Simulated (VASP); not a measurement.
A run of VASP 6.6.1 is set up as follows.

Contents of INCAR:

```
SYSTEM = Pb
PREC = Accurate ; ENCUT = 520
EDIFF = 1E-6 ; ISMEAR = -1
SIGMA = 0.05 ; LREAL = .FALSE.
LASPH = .TRUE. ; NELM = 60
ALGO = Fast ; ISIF = 2
LWAVE = .FALSE. ; LCHARG = .FALSE.
GGA = PS ; IVDW = 13
NBANDS = 13
```

Contents of KPOINTS:

```
regular mesh
0
G
  9 9 9
  0 0 0
```

Contents of POSCAR:

```
Pb
1.0
    0.0000000000      2.5075897876      2.5075897876
    2.5075897876      0.0000000000      2.5075897876
    2.5075897876      2.5075897876      0.0000000000
Pb
1
Direct
    0.0000000000      0.0000000000      0.0000000000
```

Potentials or basis: VASP PAW PBE potentials, release 64 (Pb_d).

Launch:

```console
$ cat potpaw_PBE.64/Pb_d/POTCAR > POTCAR
$ mpirun -np 1 vasp_std > vasp.out
```

**Question.** What does it give for the dispersion energy per atom?

**Answer.** -0.243 eV.

**Question.** Predict the band gap on the k mesh.

**Answer.** Zero (band 7 reaches 13.78 eV, above the bottom of band 8 at 5.20 eV).

**Question.** What does it give for the pressure?

**Answer.** -3.5 GPa.

Caveat: the PAW data sets were made with another functional, which shifts forces and pressure a little; spin-orbit coupling is left out, which moves the levels of the heavy elements; pairwise dispersion overbinds metals, which lowers pressure and volume.
